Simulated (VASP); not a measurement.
A run of VASP 6.6.1 is set up as follows.

File INCAR:

```
PREC = Accurate
ENCUT = 520
EDIFF = 1E-8
ISMEAR = -1
SIGMA = 0.05
LREAL = False
LASPH = True
NELM = 80
ALGO = Normal
ISIF = 2
LWAVE = False
LCHARG = False
LEFG = True
NBANDS = 12
```

The input KPOINTS:

```
regular mesh
0
Gamma
  9 9 9
```

File POSCAR:

```
As
1.0
    0.0000000000      2.8744485395      2.8744485395
    2.8744485395      0.0000000000      2.8744485395
    2.8744485395      2.8744485395      0.0000000000
As
2
Direct
   -0.1925000000     -0.1025000000     -0.1025000000
    0.1925000000      0.1025000000      0.1025000000
```

Potentials or basis: VASP PAW LDA potentials, release 64 (As).

Command:

```bash
$ cat potpaw_LDA.64/As/POTCAR > POTCAR
$ mpirun -np 1 vasp_std > vasp.out
```

(1) Estimate the largest force.

(2) What does it give for the pressure?

(3) What does it give for the band gap on the k mesh?

Results:

(1) 5.013 eV/Å.

(2) 15.4 GPa.

(3) zero (bands 5 and 6 overlap by 1.26 eV).

Caveat: the cell differs from its parent crystal (shortest bond scaled by 0.82); the cell stands under pressure; without QUAD_EFG the Cq values of the log hold for a quadrupole moment of 1 mb, not for the nuclei; forces of over 1 eV/Å act on the atoms, so gaps and moduli don't describe the material at rest.
